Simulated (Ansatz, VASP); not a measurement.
Ti12Si in VASP and in Ansatz

```
Ti Si
1.0
     5.70996    0.00000    0.00000
    -2.85498    4.94497    0.00000
     0.00000    0.00000   21.49326
Ti Si
12 1
Direct
  0.33333 0.16667 0.18610
  0.33333 0.66667 0.18610
  0.83333 0.16667 0.18610
  0.83333 0.66667 0.18610
  0.16667 0.33333 0.29078
  0.16667 0.83333 0.29078
  0.66667 0.33333 0.29078
  0.66667 0.83333 0.29078
  0.00000 0.00000 0.39516
  0.00000 0.50000 0.39516
  0.50000 0.00000 0.39516
  0.50000 0.50000 0.39516
  0.16667 0.33333 0.53474
```

Alike in both runs: task single point; functional PBE; dispersion D3(BJ); k mesh 6 × 6 × 1; occupations gaussian, width 0.1 eV; no spin polarisation.

|  | VASP | Ansatz |
| --- | --- | --- |
| version | VASP 6.6.1 | Ansatz 0.2.0 |
| potentials or method | VASP PAW PBE potentials, release 64 (Ti_sv, Si), cutoff 520 eV | scalar-relativistic, plane waves, PAW |
| valence electrons in the cell | 148 | 148 |

|  | VASP | Ansatz | Ansatz less VASP |
| --- | --- | --- | --- |
| gap on the k mesh at the Fermi level (eV) | none | none | - |
| rms of the force components (eV/Å) | 0.505 | 0.505 | -0.0002 |

Atom by atom the forces differ by 0.007 eV/Å (rms over components). A gap of «none» marks a metal or a gap that the smearing closes. Ansatz's warnings: xc potential rough in thin density.
